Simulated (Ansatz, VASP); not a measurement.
One calculation of TaN, two programs

Contents of POSCAR:

```
TaN
1.0
    4.3580000000      0.0000000000      0.0000000000
    0.0000000000     -4.3580000000      0.0000000000
    0.0000000000      0.0000000000     -4.3580000000
Ta N
4 4
Direct
    0.5000000000      0.0000000000      0.0000000000
    0.0000000000      0.5000000000      0.0000000000
    0.0000000000      0.0000000000      0.5000000000
    0.5000000000      0.5000000000      0.5000000000
    0.0000000000      0.5000000000      0.5000000000
    0.5000000000      0.0000000000      0.5000000000
    0.5000000000      0.5000000000      0.0000000000
    0.0000000000      0.0000000000      0.0000000000
```

Contents of INCAR.step1:

```
ALGO = Normal
EDIFF = 1E-4
ENCUT = 520
GGA = PE
ISMEAR = 0
LASPH = T
LCHARG = F
LREAL = F
LWAVE = T
NBANDS = 42
NELM = 60
PREC = Accurate
SIGMA = 0.15
```

The input INCAR.step2:

```
ALGO = Normal
EDIFF = 1E-6
ENCUT = 520
ISIF = 2
ISMEAR = 0
ISTART = 1
LASPH = T
LCHARG = F
LMIXTAU = T
LREAL = F
LWAVE = F
METAGGA = R2SCAN
NBANDS = 42
NELM = 60
PREC = Accurate
SIGMA = 0.15
```

Contents of KPOINTS:

```
k-points
0
Gamma
  12 12 12
```

Input for Ansatz:

```yaml
crystal:
  lattice:
    - [4.358, 0.0, 0.0]
    - [0.0, -4.358, 0.0]
    - [0.0, 0.0, -4.358]
  atoms:
    - { symbol: Ta, position: [0.5, 0.0, 0.0] }
    - { symbol: Ta, position: [0.0, 0.5, 0.0] }
    - { symbol: Ta, position: [0.0, 0.0, 0.5] }
    - { symbol: Ta, position: [0.5, 0.5, 0.5] }
    - { symbol: "N", position: [0.0, 0.5, 0.5] }
    - { symbol: "N", position: [0.5, 0.0, 0.5] }
    - { symbol: "N", position: [0.5, 0.5, 0.0] }
    - { symbol: "N", position: [0.0, 0.0, 0.0] }
basis:
  ecutwfc: 500
kpoints:
  mp_grid: { grid: [12, 12, 12] }
hamiltonian:
  xc: r2scan
scf:
  occupations: { method: gaussian, width: 0.15 }
output:
  forces: true
  stress: true
  eigenvalues: true
  write_density: true
  write_potential: true
  elf: true
  volumetric_format: npy
```

Alike in both runs: task single point; functional r2SCAN; k mesh 12 × 12 × 12; occupations gaussian, width 0.15 eV; no spin polarisation.

|  | VASP | Ansatz |
| --- | --- | --- |
| version | VASP 6.6.1 | Ansatz 0.2.0 |
| potentials or method | VASP PAW PBE potentials, release 64 (Ta_pv, N), cutoff 520 eV | scalar-relativistic, plane waves, PAW |
| valence electrons in the cell | 64 | 72 |

```tsv
	VASP	Ansatz	Ansatz less VASP
gap on the k mesh at the Fermi level (eV)	none	none	-
pressure (GPa)	12.0	9.9	-2.15
```

VASP's potentials were made for PBE, not for r2SCAN. A gap of «none» marks a metal or a gap that the smearing closes. With one functional, cell and mesh, what is left measures potentials, basis and numerics. VASP's potentials hold 64 valence electrons a cell and Ansatz's 72, so a difference there can come from the potentials and not from the codes.

Neither program's run includes spin-orbit coupling.
